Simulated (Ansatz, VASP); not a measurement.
## Two plane-wave programs on Ca3F

```
Ca F
1.0
     5.96207    0.00000    0.00000
     0.00000    5.96207    0.00000
     0.00000    0.00000    3.91840
Ca F
3 1
Direct
  0.00000 0.50000 0.50000
  0.50000 0.00000 0.50000
  0.50000 0.50000 0.00000
  0.00000 0.00000 0.00000
```

Alike in both runs: functional PBE; k mesh 8 × 8 × 12; occupations gaussian, width 0.1 eV; no spin polarisation.

Ansatz relaxed the structure, and its values are those at the end. VASP's run is a single point on that final structure, the one shown.

|  | VASP | Ansatz |
| --- | --- | --- |
| version | VASP 6.6.1 | Ansatz 0.2.0 |
| potentials or method | VASP PAW PBE potentials, release 64 (Ca_sv, F), cutoff 520 eV | scalar-relativistic, plane waves, PAW |
| valence electrons in the cell | 37 | 37 |

```tsv
	VASP	Ansatz	Ansatz less VASP
gap on the k mesh at the Fermi level (eV)	none	none	-
pressure (GPa)	0.0	0.0	+0.04
```

A gap of «none» marks a metal or a gap that the smearing closes.
